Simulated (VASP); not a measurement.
Crystal: BeCd3S4.

```
CELL_PARAMETERS angstrom
5.49000 0.00000 0.00000
0.00000 5.49000 0.00000
0.00000 0.00000 5.49000
ATOMIC_POSITIONS crystal
Be 0.00000 0.00000 0.00000
Cd 0.50000 0.00000 0.50000
Cd 0.00000 0.50000 0.50000
Cd 0.50000 0.50000 0.00000
S 0.77600 0.77600 0.22400
S 0.77600 0.22400 0.77600
S 0.22400 0.77600 0.77600
S 0.22400 0.22400 0.22400
```

- Program: VASP 6.6.1
- Task: relaxation of cell and atoms
- Functional: PBE
- Potentials or basis: VASP PAW PBE potentials, release 64 (Be, Cd_sv_GW, S)
- Cutoff: 630 eV
- k mesh: 2 × 2 × 2
- Occupations: gaussian, width 0.15 eV
- Spin: no spin polarisation

At the start: pressure 6.8 GPa; volume 20.68 Å³/atom.

Q: How do energy, volume and symmetry change on relaxing?

A: Over 5 steps the energy falls by 38.4 meV/atom and the volume is 22.54 Å³/atom (+9.0 %); space group P-43m (No. 215, to 0.1 Å) before and after.

The path:
```csv
step,energy change (eV),largest force (eV/Å),pressure (GPa),volume (Å³)
1,0.0000,0.4842,6.78,165.47
2,-0.2492,0.0046,-2.44,187.32
3,-0.3051,0.1186,-0.07,180.23
4,-0.3050,0.1126,-0.18,180.54
5,-0.3071,0.0543,-0.14,180.34
```

Final structure:
```
Be Cd S
1.0
     5.64973    0.00000    0.00000
     0.00000    5.64973    0.00000
     0.00000    0.00000    5.64973
Be Cd S
1 3 4
Cartesian
  0.0000 0.0000 0.0000
  2.8249 0.0000 2.8249
  0.0000 2.8249 2.8249
  2.8249 2.8249 0.0000
  4.3972 4.3972 1.2525
  4.3972 1.2525 4.3972
  1.2525 4.3972 4.3972
  1.2525 1.2525 1.2525
```

Caveat: the k points lie up to 0.56 Å⁻¹ apart in the final cell; the relaxation stopped at a loose force limit of 0.08 eV/Å, so its end isn't a converged minimum.
